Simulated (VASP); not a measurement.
# Be2C (Fm-3m) in VASP: notebook

The runs below take Be2C through single point, with r2SCAN, PBE.

All numbers are computed with VASP 6.6.1; they aren't measurements. Logs are shortened: lines on timing, memory, paths and dates and some standing lists are left out, and cuts for length are marked.

**1. The cell of the first run**

It takes space group Fm-3m (No. 225, cubic). The conventional cell has a = 4.321 Å, b = 4.321 Å, c = 4.321 Å, α = 90.00°, β = 90.00°, γ = 90.00°. Within 2.5 Å of C (site symmetry m-3m) lie 8 Be at 1.87 Å. Within 2.5 Å of Be (site symmetry -43m) lie 4 C at 1.87 Å and 6 Be at 2.16 Å.

**2. Single point, r2SCAN**

File POSCAR:

```
Be2C
1.0
    0.0000000000      2.1604856406      2.1604856406
    2.1604856406      0.0000000000      2.1604856406
    2.1604856406      2.1604856406      0.0000000000
C Be
1 2
Direct
    0.0000000000      0.0000000000      0.0000000000
    0.2500000000      0.2500000000      0.2500000000
    0.7500000000      0.7500000000      0.7500000000
```

File INCAR.step1:

```
  PREC = Accurate
  ENCUT = 660
  ISMEAR = 0
  SIGMA = 0.01
  LREAL = False
  LASPH = True
  NELM = 120
  NBANDS = 11
  GGA = PE
  ALGO = Normal
  EDIFF = 1E-5
  LWAVE = True
  LCHARG = False
  GGA_COMPAT = False
```

File INCAR.step2:

```
  PREC = Accurate
  ENCUT = 660
  EDIFF = 1E-6
  ISMEAR = 0
  SIGMA = 0.01
  LREAL = False
  LASPH = True
  NELM = 120
  ALGO = Normal
  ISIF = 2
  LWAVE = False
  LCHARG = False
  METAGGA = R2SCAN
  LMIXTAU = True
  NBANDS = 11
  ISTART = 1
  GGA_COMPAT = False
```

File KPOINTS:

```
Automatic mesh
0
Gamma
  6 6 6
```

Potentials or basis: VASP PAW PBE potentials, release 64 (C, Be).

Launch:

```
cat potpaw_PBE.64/C/POTCAR potpaw_PBE.64/Be/POTCAR > POTCAR
cp INCAR.step1 INCAR
mpirun -np 1 vasp_std > vasp.out
cp INCAR.step2 INCAR
mpirun -np 1 vasp_std > vasp.out
```

OUTCAR:

```text
PREC = Accurate
   ENCUT = 660
   EDIFF = 1E-6
   ISMEAR = 0
   LREAL = False
   LASPH = True
   NELM = 120
   ISIF = 2
   METAGGA = R2SCAN
   ISTART = 1

 ion  position               nearest neighbor table
   1  0.000  0.000  0.000-   3 1.87   3 1.87   3 1.87   2 1.87   3 1.87   2 1.87   2 1.87   2 1.87

   2  0.250  0.250  0.250-   1 1.87   1 1.87   1 1.87   1 1.87   3 2.16   3 2.16   3 2.16   3 2.16
                             3 2.16   3 2.16
   3  0.750  0.750  0.750-   1 1.87   1 1.87   1 1.87   1 1.87   2 2.16   2 2.16   2 2.16   2 2.16
                             2 2.16   2 2.16

  LATTYP: Found a face centered cubic cell.
 ALAT       =     4.3209712812

  Lattice vectors:

 A1 = (   0.0000000000,   2.1604856406,   2.1604856406)
 A2 = (   2.1604856406,   0.0000000000,   2.1604856406)
 A3 = (   2.1604856406,   2.1604856406,   0.0000000000)

Analysis of symmetry for initial positions (statically):
=====================================================================
 Subroutine PRICEL returns:
 Original cell was already a primitive cell.

 Routine SETGRP: Setting up the symmetry group for a
 face centered cubic supercell.

 Subroutine GETGRP returns: Found 48 space group operations
 (whereof 48 operations were pure point group operations)
 out of a pool of 48 trial point group operations.

The static configuration has the point symmetry O_h .

Analysis of symmetry for dynamics (positions and initial velocities):
=====================================================================
 Subroutine PRICEL returns:
 Original cell was already a primitive cell.

 Routine SETGRP: Setting up the symmetry group for a
 face centered cubic supercell.

 Subroutine GETGRP returns: Found 48 space group operations
 (whereof 48 operations were pure point group operations)
 out of a pool of 48 trial point group operations.

The dynamic configuration has the point symmetry O_h .

 Subroutine INISYM returns: Found 48 space group operations
 (whereof 48 operations are pure point group operations),
 and found     1 'primitive' translations

----------------------------------------------------------------------------------------

                                     Primitive cell

  volume of cell :      20.1690

  direct lattice vectors                    reciprocal lattice vectors
[... 86 lines left out ...]
   ISIF   =      2    stress and relaxation
   ISYM   =      2    0-nonsym 1-usesym 2-fastsym
   POTIM  = 0.5000    time-step for ionic-motion
   TEBEG  =    0.0;   TEEND  =   0.0 temperature during run
   PSTRESS=    0.0 pullay stress
   NELECT =       8.0000    total number of electrons
   NUPDOWN=      -1.0000    fix difference up-down
   EMIN   =  10.00;   EMAX   =-10.00  energy-range for DOS
   EFERMI =   0.00;   METHOD = LEGACY
   ISMEAR =     0;   SIGMA  =   0.01  broadening in eV -4-tet -1-fermi 0-gaus
   EFERMI_NEDOS =   21; number of points for ismear=-14 and -15
   IALGO  =     38    algorithm
   IMIX   =      4    mixing-type and parameters
     AMIX     =   0.40;   BMIX     =  1.00
     AMIX_MAG =   1.60;   BMIX_MAG =  1.00
  volume/ion in A,a.u.               =       6.72        45.37
  Fermi-wavevector in a.u.,A,eV,Ry     =   1.202846  2.273050 19.685440  1.446839
  Thomas-Fermi vector in A             =   2.338616
   LORBIT       =      0    0 simple, 1 ext, 2 COOP (PROOUT), +10 PAW based schemes
   METAGGA = R2SCAN    functional components
   LHFCALC =     F    Hartree Fock is set to
   AEXX    =    0.0000 exact exchange contribution
   IVDW    =     0    specifies the selected vdW correction
   LEPSILON=     F    determine dielectric tensor
   LRPA    =     F    only Hartree local field effects (RPA)
 non-spin polarized calculation
 Gauss-broadening in eV      SIGMA  =   0.01
  energy-cutoff  :      660.00
  volume of cell :       20.17
 maximum number of plane-waves:       791
 NGX is ok and might be reduce to    28
   NGX = 13   NGY = 13   NGZ = 13

 number of electron       8.0000000 magnetization

 Free energy of the ion-electron system (eV)
  ---------------------------------------------------
  ext. energy  EPLUGINS =         0.00000000
  ---------------------------------------------------
  free energy    TOTEN  =       -19.47016706 eV

  energy without entropy =      -19.47016706  energy(sigma->0) =      -19.47016706

 E-fermi :   7.8535     XC(G=0): -12.0456

 val. band max:        7.7727239200   @ k =   0.0000   0.0000   0.0000
 cond. band min:       9.2971810013   @ k =   0.5000   0.5000   0.0000
 fundamental gap:      1.5244570812
 Fermi energy:         7.8535136153

 k-point     1 :       0.0000    0.0000    0.0000
  band No.  band energies     occupation
      1      -8.2070      2.00000
      2       7.7727      2.00000
      3       7.7727      2.00000
      4       7.7727      2.00000
      5      12.3985      0.00000
      6      12.3985      0.00000
      7      12.3985      0.00000
      8      15.2361      0.00000
      9      22.1971      0.00000
     10      22.1971      0.00000
     11      22.1971      0.00000
[... 197 lines left out ...]
 k-point    16 :      -0.3333    0.5000    0.1667
  band No.  band energies     occupation
      1      -4.1950      2.00000
      2       1.0636      2.00000
      3       1.6490      2.00000
      4       2.1408      2.00000
      5      12.2778      0.00000
      6      15.9447      0.00000
      7      18.6146      0.00000
      8      20.6440      0.00000
      9      22.8110      0.00000
     10      24.1964      0.00000
     11      25.9269      0.00000

------------------------ aborting loop because EDIFF is reached ----------------------------------------

  FORCE on cell =-STRESS in cart. coord.  units (eV):
  Direction    XX          YY          ZZ          XY          YZ          ZX
  --------------------------------------------------------------------------------------
  -------------------------------------------------------------------------------------
  Total        0.0967099      0.0967099      0.0967099      0.0000000     -0.0000000     -0.0000000
  in kB        7.6824111      7.6824111      7.6824111      0.0000000     -0.0000000     -0.0000000
  external PRESSURE =       7.6824111 kB  Pullay stress =       0.0000000 kB

 VOLUME and BASIS-vectors are now :
 -----------------------------------------------------------------------------
  energy-cutoff  :      660.00
  volume of cell :       20.17
      direct lattice vectors                 reciprocal lattice vectors
     0.000000000  2.160485641  2.160485641    -0.231429448  0.231429448  0.231429448
     2.160485641  0.000000000  2.160485641     0.231429448 -0.231429448  0.231429448
     2.160485641  2.160485641  0.000000000     0.231429448  0.231429448 -0.231429448

 POSITION                                       TOTAL-FORCE (eV/Angst)
 -----------------------------------------------------------------------------------
      0.00000      0.00000      0.00000        -0.000000      0.000000     -0.000000
      1.08024      1.08024      1.08024        -0.000000     -0.000000     -0.000000
      3.24073      3.24073      3.24073         0.000000      0.000000      0.000000
 -----------------------------------------------------------------------------------
    total drift:                               -0.000000     -0.000000      0.000000

  FREE ENERGIE OF THE ION-ELECTRON SYSTEM (eV)
  ---------------------------------------------------
  free  energy   TOTEN  =       -19.4701670608 eV

  energy  without entropy=      -19.4701670608  energy(sigma->0) =      -19.47016706
```

OUTCAR.step1:

```text
PREC = Accurate
   ENCUT = 660
   ISMEAR = 0
   LREAL = False
   LASPH = True
[... 441 lines left out ...]
      0.00000      0.00000      0.00000         0.000000      0.000000     -0.000000
      1.08024      1.08024      1.08024         0.000000      0.000000      0.000000
      3.24073      3.24073      3.24073        -0.000000     -0.000000     -0.000000
 -----------------------------------------------------------------------------------
    total drift:                               -0.000000     -0.000000      0.000000

  FREE ENERGIE OF THE ION-ELECTRON SYSTEM (eV)
  ---------------------------------------------------
  free  energy   TOTEN  =       -17.4522368330 eV

  energy  without entropy=      -17.4522368330  energy(sigma->0) =      -17.45223683
```

Run time: 37 s. Hardware: 1 thread of Intel Xeon 8259CL, shared host; peak memory 0.16 GiB.

What came out:

| Property | Result |
| --- | --- |
| Free energy | -19.4702 eV |
| Pressure | 0.8 GPa |
| Band gap on the k mesh | 1.52 eV (least direct gap 4.63 eV) |

Caveat: the PAW data sets were made with another functional, which shifts forces and pressure a little. A k mesh can miss the band edges.

(Part 1 of 2 ends here.)
